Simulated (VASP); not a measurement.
# Al2O3 (R-3c) in VASP: notebook, part 2 of 2

VASP 6.6.1. Earlier steps stand in the parts before.

### 3 Single point, PBEsol (7.65 Å³/atom)

INCAR

```
  ALGO = Normal
  EDIFF = 1E-6
  ENCUT = 520
  GGA = PS
  ISIF = 2
  ISMEAR = 0
  LASPH = True
  LCHARG = False
  LREAL = False
  LWAVE = False
  NBANDS = 35
  NELM = 80
  PREC = Accurate
  SIGMA = 0.05
```

KPOINTS

```
k-points
0
Gamma
  6 6 6
```

POSCAR

```
Al2O3
1.0
    2.2985660950      1.3270777537      4.1776271598
   -2.2985660950      1.3270777537      4.1776271598
    0.0000000000     -2.6541555074      4.1776271598
Al O
4 6
Direct
    0.8520350473      0.8520350473      0.8520350473
    0.6479649527      0.6479649527      0.6479649527
    0.1479649527      0.1479649527      0.1479649527
    0.3520350473      0.3520350473      0.3520350473
    0.0558571577      0.4441428423      0.7500000000
    0.7500000000      0.0558571577      0.4441428423
    0.4441428423      0.7500000000      0.0558571577
    0.9441428423      0.5558571577      0.2500000000
    0.2500000000      0.9441428423      0.5558571577
    0.5558571577      0.2500000000      0.9441428423
```

Potentials or basis: VASP PAW PBE potentials, release 64 (Al, O).

Run with:

```bash
> cat potpaw_PBE.64/Al/POTCAR potpaw_PBE.64/O/POTCAR > POTCAR
> mpirun -np 1 vasp_std > vasp.out
```

OUTCAR:

```text
EDIFF = 1E-6
   ENCUT = 520
   GGA = PS
   ISIF = 2
   ISMEAR = 0
   LASPH = True
   LREAL = False
   NELM = 80
   PREC = Accurate

 ion  position               nearest neighbor table
   1  0.852  0.852  0.852-  10 1.79   8 1.79   9 1.79   5 1.90   7 1.90   6 1.90   2 2.56   3 2.70
                             3 2.70   3 2.70   2 3.11   2 3.11   2 3.11
   2  0.648  0.648  0.648-   9 1.79   8 1.79  10 1.79   5 1.90   7 1.90   6 1.90   1 2.56   4 2.70
                             4 2.70   4 2.70   1 3.11   1 3.11   1 3.11
   3  0.148  0.148  0.148-   7 1.79   5 1.79   6 1.79   8 1.90   9 1.90  10 1.90   4 2.56   1 2.70
                             1 2.70   1 2.70   4 3.11   4 3.11   4 3.11
   4  0.352  0.352  0.352-   6 1.79   5 1.79   7 1.79   8 1.90   9 1.90  10 1.90   3 2.56   2 2.70
                             2 2.70   2 2.70   3 3.11   3 3.11   3 3.11
   5  0.056  0.444  0.750-   3 1.79   4 1.79   1 1.90   2 1.90
   6  0.750  0.056  0.444-   4 1.79   3 1.79   1 1.90   2 1.90
   7  0.444  0.750  0.056-   3 1.79   4 1.79   1 1.90   2 1.90
   8  0.944  0.556  0.250-   1 1.79   2 1.79   3 1.90   4 1.90
   9  0.250  0.944  0.556-   2 1.79   1 1.79   3 1.90   4 1.90
  10  0.556  0.250  0.944-   1 1.79   2 1.79   3 1.90   4 1.90

  LATTYP: Found a trigonal (rhomboedric) cell.
 ALAT       =     4.9494555401
 COS(alpha) =     0.5686506643

  Lattice vectors:

 A1 = (   2.2985660950,   1.3270777537,   4.1776271598)
 A2 = (  -2.2985660950,   1.3270777537,   4.1776271598)
 A3 = (   0.0000000000,  -2.6541555074,   4.1776271598)

Analysis of symmetry for initial positions (statically):
=====================================================================
 Subroutine PRICEL returns:
 Original cell was already a primitive cell.

 Routine SETGRP: Setting up the symmetry group for a
 trigonal (rhombohedral) supercell.

 Subroutine GETGRP returns: Found 12 space group operations
 (whereof  6 operations were pure point group operations)
 out of a pool of 12 trial point group operations.

The static configuration has the point symmetry S_6 .
 The point group associated with its full space group is D_3d.

Analysis of symmetry for dynamics (positions and initial velocities):
=====================================================================
 Subroutine PRICEL returns:
 Original cell was already a primitive cell.

 Routine SETGRP: Setting up the symmetry group for a
 trigonal (rhombohedral) supercell.

 Subroutine GETGRP returns: Found 12 space group operations
 (whereof  6 operations were pure point group operations)
 out of a pool of 12 trial point group operations.

The dynamic configuration has the point symmetry S_6 .
 The point group associated with its full space group is D_3d.

 Subroutine INISYM returns: Found 12 space group operations
 (whereof  6 operations are pure point group operations),
 and found     1 'primitive' translations

----------------------------------------------------------------------------------------

                                     Primitive cell

  volume of cell :      76.4600

  direct lattice vectors                    reciprocal lattice vectors
     2.298566095  1.327077754  4.177627160     0.217526919  0.125589225  0.079790111
    -2.298566095  1.327077754  4.177627160    -0.217526919  0.125589225  0.079790111
     0.000000000 -2.654155507  4.177627160     0.000000000 -0.251178450  0.079790111

[... 83 lines left out ...]
   total plane-waves  NPLWV =  64000
   dimension x,y,z NGX =    40 NGY =   40 NGZ =   40
   dimension x,y,z NGXF=    80 NGYF=   80 NGZF=   80
   ions per type =               4   6
   NGX,Y,Z   is equivalent  to a cutoff of  13.44, 13.44, 13.44 a.u.
   NGXF,Y,Z  is equivalent  to a cutoff of  26.87, 26.87, 26.87 a.u.
 SYSTEM =  unknown system
   PREC   = accura    normal or accurate (medium, high low for compatibility)
   ISTART =      0    job   : 0-new  1-cont  2-samecut
   ICHARG =      2    charge: 1-file 2-atom 10-const
   ISPIN  =      1    spin polarized calculation?
   LNONCOLLINEAR =      F non collinear calculations
   LSORBIT =      F    spin-orbit coupling
   LASPH  =      T    aspherical Exc in radial PAW
   ENCUT  =  520.0 eV  38.22 Ry    6.18 a.u.   9.20  9.20  9.20*2*pi/ulx,y,z
   NELM   =     80;   NELMIN=  2; NELMDL= -5     # of ELM steps
   EDIFF  = 0.1E-05   stopping-criterion for ELM
   LREAL  =      F    real-space projection
   EDIFFG = 0.1E-04   stopping-criterion for IOM
   NSW    =      0    number of steps for IOM
   IBRION =     -1    ionic relax: 0-MD 1-quasi-New 2-CG
   NFREE  =      0    steps in history (QN), initial steepest desc. (CG)
   ISIF   =      2    stress and relaxation
   ISYM   =      2    0-nonsym 1-usesym 2-fastsym
   POTIM  = 0.5000    time-step for ionic-motion
   TEBEG  =    0.0;   TEEND  =   0.0 temperature during run
   PSTRESS=    0.0 pullay stress
   NELECT =      48.0000    total number of electrons
   NUPDOWN=      -1.0000    fix difference up-down
   EMIN   =  10.00;   EMAX   =-10.00  energy-range for DOS
   EFERMI =   0.00;   METHOD = LEGACY
   ISMEAR =     0;   SIGMA  =   0.05  broadening in eV -4-tet -1-fermi 0-gaus
   EFERMI_NEDOS =   21; number of points for ismear=-14 and -15
   IALGO  =     38    algorithm
   IMIX   =      4    mixing-type and parameters
     AMIX     =   0.40;   BMIX     =  1.00
     AMIX_MAG =   1.60;   BMIX_MAG =  1.00
  volume/ion in A,a.u.               =       7.65        51.60
  Fermi-wavevector in a.u.,A,eV,Ry     =   1.401771  2.648964 26.734939  1.964963
  Thomas-Fermi vector in A             =   2.524599
   LORBIT       =      0    0 simple, 1 ext, 2 COOP (PROOUT), +10 PAW based schemes
   GGA     = PS    functional components
   LHFCALC =     F    Hartree Fock is set to
   AEXX    =    0.0000 exact exchange contribution
   IVDW    =     0    specifies the selected vdW correction
   LEPSILON=     F    determine dielectric tensor
   LRPA    =     F    only Hartree local field effects (RPA)
 non-spin polarized calculation
 Gauss-broadening in eV      SIGMA  =   0.05
  energy-cutoff  :      520.00
  volume of cell :       76.46
 maximum number of plane-waves:      2085
 NGX is ok and might be reduce to    40
   NGX = 19   NGY = 19   NGZ = 19

 number of electron      47.9999989 magnetization

 Free energy of the ion-electron system (eV)
  ---------------------------------------------------
  ext. energy  EPLUGINS =         0.00000000
  ---------------------------------------------------
  free energy    TOTEN  =       -77.73807586 eV

  energy without entropy =      -77.73807586  energy(sigma->0) =      -77.73807586

 E-fermi :   7.6047     XC(G=0): -12.4794

 val. band max:        7.3016239647   @ k =   0.0000   0.0000   0.0000
 cond. band min:      14.7911178097   @ k =   0.0000   0.0000   0.0000
 fundamental gap:      7.4894938450
 Fermi energy:         7.6046541758

 k-point     1 :       0.0000    0.0000    0.0000
  band No.  band energies     occupation
      1     -12.7802      2.00000
      2      -9.9591      2.00000
      3      -9.6035      2.00000
      4      -9.6035      2.00000
      5      -9.2349      2.00000
      6      -9.2349      2.00000
[... 901 lines left out ...]
     34      21.2336      0.00000
     35      21.8197      0.00000

 [... further k-points ...]

------------------------ aborting loop because EDIFF is reached ----------------------------------------

  FORCE on cell =-STRESS in cart. coord.  units (eV):
  Direction    XX          YY          ZZ          XY          YZ          ZX
  --------------------------------------------------------------------------------------
  -------------------------------------------------------------------------------------
  Total       17.0632575     17.0632575     15.8199608      0.0000000     -0.0000000      0.0000000
  in kB      357.5511952    357.5511952    331.4985952      0.0000000     -0.0000000      0.0000000
  external PRESSURE =     348.8669952 kB  Pullay stress =       0.0000000 kB

 VOLUME and BASIS-vectors are now :
 -----------------------------------------------------------------------------
  energy-cutoff  :      520.00
  volume of cell :       76.46
      direct lattice vectors                 reciprocal lattice vectors
     2.298566095  1.327077754  4.177627160     0.217526919  0.125589225  0.079790111
    -2.298566095  1.327077754  4.177627160    -0.217526919  0.125589225  0.079790111
     0.000000000 -2.654155507  4.177627160     0.000000000 -0.251178450  0.079790111

 POSITION                                       TOTAL-FORCE (eV/Angst)
 -----------------------------------------------------------------------------------
      0.00000      0.00000     10.67845        -0.000000      0.000000     -0.043035
      0.00000      0.00000      8.12087        -0.000000      0.000000      0.043035
      0.00000      0.00000      1.85443        -0.000000      0.000000      0.043035
      0.00000      0.00000      4.41201        -0.000000      0.000000     -0.043035
     -0.89250     -1.32708      5.22203         0.145374      0.000000      0.000000
      1.59553     -0.10939      5.22203        -0.072687      0.125898      0.000000
     -0.70303      1.43647      5.22203        -0.072687     -0.125898      0.000000
      0.89250      1.32708      7.31085        -0.145374      0.000000      0.000000
     -1.59553      0.10939      7.31085         0.072687     -0.125898      0.000000
      0.70303     -1.43647      7.31085         0.072687      0.125898      0.000000
 -----------------------------------------------------------------------------------
    total drift:                               -0.000000      0.000000     -0.000000

  FREE ENERGIE OF THE ION-ELECTRON SYSTEM (eV)
  ---------------------------------------------------
  free  energy   TOTEN  =       -77.7380758597 eV

  energy  without entropy=      -77.7380758597  energy(sigma->0) =      -77.73807586
```

Run time: 3.2 min. Hardware: 1 thread of AMD EPYC 7R13, shared host; peak memory 0.22 GiB.

What came out:

```
Free energy            : -77.7381 eV
Pressure               : 34.9 GPa
Largest force          : 0.145 eV/Å
Band gap on the k mesh : 7.49 eV
```

Forces in eV/Å, atoms in the order of the input:
```
Al   0.000  0.000 -0.043
Al   0.000  0.000  0.043
Al   0.000  0.000  0.043
Al   0.000  0.000 -0.043
O    0.145  0.000  0.000
O   -0.073  0.126  0.000
O   -0.073 -0.126  0.000
O   -0.145  0.000  0.000
O    0.073 -0.126  0.000
O    0.073  0.126  0.000
```

Caveat: the cell stands under pressure; the PAW data sets were made with another functional, which shifts forces and pressure a little. A k mesh can miss the band edges.

### 4 Single point, PBEsol (8.10 Å³/atom)

This run uses another cell than the first one, of 8.10 Å³/atom.

INCAR

```
  PREC = Accurate
  ENCUT = 520
  EDIFF = 1E-6
  ISMEAR = 0
  SIGMA = 0.05
  LREAL = False
  LASPH = True
  NELM = 80
  ALGO = Normal
  ISIF = 2
  LWAVE = False
  LCHARG = False
  GGA = PS
  NBANDS = 35
```

KPOINTS

```
Automatic mesh
0
Gamma
  6 6 6
```

Changes to POSCAR since step 3:

```diff
@@ -2,5 +2,5 @@
 1.0
-    2.2985660950      1.3270777537      4.1776271598
-   -2.2985660950      1.3270777537      4.1776271598
-    0.0000000000     -2.6541555074      4.1776271598
+    2.4069502048      1.3896533487      4.0375787368
+   -2.4069502048      1.3896533487      4.0375787368
+    0.0000000000     -2.7793066973      4.0375787368
 Al O
```

Run with:

```bash
> cat potpaw_PBE.64/Al/POTCAR potpaw_PBE.64/O/POTCAR > POTCAR
> mpirun -np 1 vasp_std > vasp.out
```

It took 2.8 min on 1 thread of AMD EPYC 7R13, shared host; peak memory 0.2 GiB.

The run converged. Its results:

```
Free energy            : -78.0162 eV
Pressure               : 14.5 GPa
Largest force          : 0.838 eV/Å
Band gap on the k mesh : 5.94 eV
```

Forces on the atoms (eV/Å):
```
Al   0.000  0.000  0.838
Al   0.000  0.000 -0.838
Al   0.000  0.000 -0.838
Al   0.000  0.000  0.838
O   -0.047  0.000  0.000
O    0.024 -0.041  0.000
O    0.024  0.041  0.000
O    0.047  0.000  0.000
O   -0.024  0.041  0.000
O   -0.024 -0.041  0.000
```

Stress tensor (GPa, compression positive):
```
 3.59  0.00  0.00
 0.00  3.59  0.00
 0.00  0.00 36.29
```

Levels at points of the mesh, in eV from the valence-band top:
| k point | band 21 | band 22 | band 23 | band 24 | band 25 | band 26 | band 27 | band 28 |
| --- | --- | --- | --- | --- | --- | --- | --- | --- |
| (0.00, 0.00, 0.00) | -0.98 | -0.79 | -0.79 | 0.00 | 5.94 | 8.17 | 10.52 | 11.03 |
| (0.50, 0.00, 0.00) | -1.34 | -1.34 | -0.62 | -0.62 | 8.79 | 8.79 | 9.81 | 9.81 |
| (0.50, 0.50, 0.00) | -1.61 | -1.59 | -1.04 | -0.56 | 8.41 | 9.23 | 9.93 | 9.99 |
| (0.50, 0.50, 0.50) | -1.18 | -1.18 | -1.18 | -1.18 | 8.11 | 8.11 | 10.81 | 10.81 |

Caveat: the stress differs along the axes, from 4 to 36 GPa; the PAW data sets were made with another functional, which shifts forces and pressure a little. A hybrid or GW would open this gap; PBEsol tends to underestimate it.

### 5 Single point, PBEsol (8.10 Å³/atom)

This run uses another cell than the first one, of 8.10 Å³/atom.

INCAR

```
PREC = Accurate
ENCUT = 520
EDIFF = 1E-6
ISMEAR = 0
SIGMA = 0.05
LREAL = False
LASPH = True
NELM = 80
ALGO = Normal
ISIF = 2
LWAVE = False
LCHARG = True
GGA = PS
LELF = True
LVHAR = True
NBANDS = 35
```

KPOINTS is that of step 4.

Changes to POSCAR since step 4:

```diff
@@ -2,5 +2,5 @@
 1.0
-    2.4069502048      1.3896533487      4.0375787368
-   -2.4069502048      1.3896533487      4.0375787368
-    0.0000000000     -2.7793066973      4.0375787368
+    2.3644610049      1.3651221977      4.1839925636
+   -2.3644610049      1.3651221977      4.1839925636
+    0.0000000000     -2.7302443954      4.1839925636
 Al O
```

Run with:

```bash
> cat potpaw_PBE.64/Al/POTCAR potpaw_PBE.64/O/POTCAR > POTCAR
> mpirun -np 1 vasp_std > vasp.out
```

It took 3.4 min on 1 thread of AMD EPYC 7R13, shared host; peak memory 0.23 GiB.

Results (log left out):

```yaml
Free_energy: -78.4061 eV
Pressure: 14.8 GPa
Largest_force: 0.239 eV/Å
Band_gap_on_the_k_mesh: 6.49 eV
```

Forces on the atoms (eV/Å):
```
Al   0.000  0.000  0.239
Al   0.000  0.000 -0.239
Al   0.000  0.000 -0.239
Al   0.000  0.000  0.239
O    0.024  0.000  0.000
O   -0.012  0.021  0.000
O   -0.012 -0.021  0.000
O   -0.024  0.000  0.000
O    0.012 -0.021  0.000
O    0.012  0.021  0.000
```

Stress tensor (GPa, compression positive):
```
11.37  0.00  0.00
 0.00 11.37  0.00
 0.00  0.00 21.77
```

Levels at points of the mesh, in eV from the valence-band top:
```
           k point  band 21  band 22  band 23  band 24  band 25  band 26  band 27  band 28
(0.00, 0.00, 0.00)    -0.75    -0.31    -0.31     0.00     6.49     8.92    11.22    11.44
(0.50, 0.00, 0.00)    -1.14    -1.14    -0.43    -0.43     9.45     9.45    10.08    10.08
(0.50, 0.50, 0.00)    -1.30    -1.20    -0.90    -0.40     9.23     9.95    10.13    10.56
(0.50, 0.50, 0.50)    -0.69    -0.69    -0.69    -0.69     8.74     8.74    11.21    11.21
```

Caveat: the stress differs along the axes, from 11 to 22 GPa; the PAW data sets were made with another functional, which shifts forces and pressure a little. A hybrid or GW would open this gap; PBEsol tends to underestimate it.

### 6 Single point, PBEsol (8.10 Å³/atom)

This run uses another cell than the first one, of 8.10 Å³/atom.

INCAR

```
SYSTEM = Al2O3
PREC = Accurate
ENCUT = 520
EDIFF = 1E-6
ISMEAR = 0
SIGMA = 0.05
LREAL = .FALSE.
LASPH = .TRUE.
NELM = 100
ALGO = Normal
ISIF = 2
LWAVE = .FALSE.
LCHARG = .FALSE.
GGA = PS
NBANDS = 35
```

KPOINTS

```
Automatic mesh
0
G
  6 6 6
  0 0 0
```

Changes to POSCAR since step 5:

```diff
@@ -2,5 +2,5 @@
 1.0
-    2.3644610049      1.3651221977      4.1839925636
-   -2.3644610049      1.3651221977      4.1839925636
-    0.0000000000     -2.7302443954      4.1839925636
+    2.3226885434      1.3410048558      4.3358401268
+   -2.3226885434      1.3410048558      4.3358401268
+    0.0000000000     -2.6820097115      4.3358401268
 Al O
```

Potentials or basis: VASP PAW PBE potentials, release 64 (Al, O).

Run with:

```bash
> cat potpaw_PBE.64/Al/POTCAR potpaw_PBE.64/O/POTCAR > POTCAR
> mpirun -np 1 vasp_std > vasp.out
```

Run time: 2.8 min. Hardware: 1 thread of AMD EPYC 7R13, shared host; peak memory 0.23 GiB.

It converged, with:

| Property | Result |
| --- | --- |
| Free energy | -78.3847 eV |
| Pressure | 15.5 GPa |
| Largest force | 0.236 eV/Å |
| Band gap on the k mesh | 6.72 eV |

Forces in eV/Å, atoms in the order of the input:
```
Al   0.000  0.000 -0.236
Al   0.000  0.000  0.236
Al   0.000  0.000  0.236
Al   0.000  0.000 -0.236
O    0.109  0.000  0.000
O   -0.055  0.095  0.000
O   -0.055 -0.095  0.000
O   -0.109  0.000  0.000
O    0.055 -0.095  0.000
O    0.055  0.095  0.000
```

Stress tensor (GPa, compression positive):
```
19.86  0.00  0.00
 0.00 19.86  0.00
 0.00  0.00  6.90
```

Levels at points of the mesh, in eV from the valence-band top:
```tsv
k point	band 22	band 23	band 24	band 25	band 26	band 27
(0.00, 0.00, 0.00)	-0.22	0.00	0.00	6.72	9.52	11.16
(0.50, 0.00, 0.00)	-1.04	-0.40	-0.40	9.77	9.77	9.92
(0.50, 0.50, 0.00)	-0.96	-0.95	-0.36	9.84	10.02	10.32
(0.50, 0.50, 0.50)	-0.35	-0.35	-0.35	9.15	9.15	11.28
```

Caveat: the stress differs along the axes, from 7 to 20 GPa; the PAW data sets were made with another functional, which shifts forces and pressure a little. As with any semilocal functional, this PBEsol gap is likely too small.

### 7 Summary

| cell | gap on the mesh (eV) | pressure (GPa) | largest force (eV/Å) |
| --- | --- | --- | --- |
| a = 5.054 Å, angles 53.1°, 10 atoms | 7.37 | 36.0 | 0.57 |
| a = 4.949 Å, angles 55.3°, 10 atoms | 7.49 | 34.9 | 0.15 |
| a = 4.902 Å, angles 58.8°, 10 atoms | 5.94 | 14.5 | 0.84 |
| a = 4.996 Å, angles 56.5°, 10 atoms | 6.49 | 14.8 | 0.24 |
| a = 5.098 Å, angles 54.2°, 10 atoms | 6.72 | 15.5 | 0.24 |

Alike in all rows: task single point; level PBEsol; potentials or basis VASP PAW PBE potentials, release 64 (Al, O); no spin polarisation; k mesh 6 × 6 × 6; cutoff (eV) 520; smearing gaussian 0.05 eV.

Caveats: the PAW data sets were made with another functional, which shifts forces and pressure a little; the stress differs along the axes, from 17 to 46 GPa (at least some runs); the cell stands under pressure (at least some runs); the stress differs along the axes, from 4 to 36 GPa (at least some runs); the stress differs along the axes, from 11 to 22 GPa (at least some runs); the stress differs along the axes, from 7 to 20 GPa (at least some runs).

Total energies depend on the potentials used, so only differences within one code and one set of settings carry meaning.
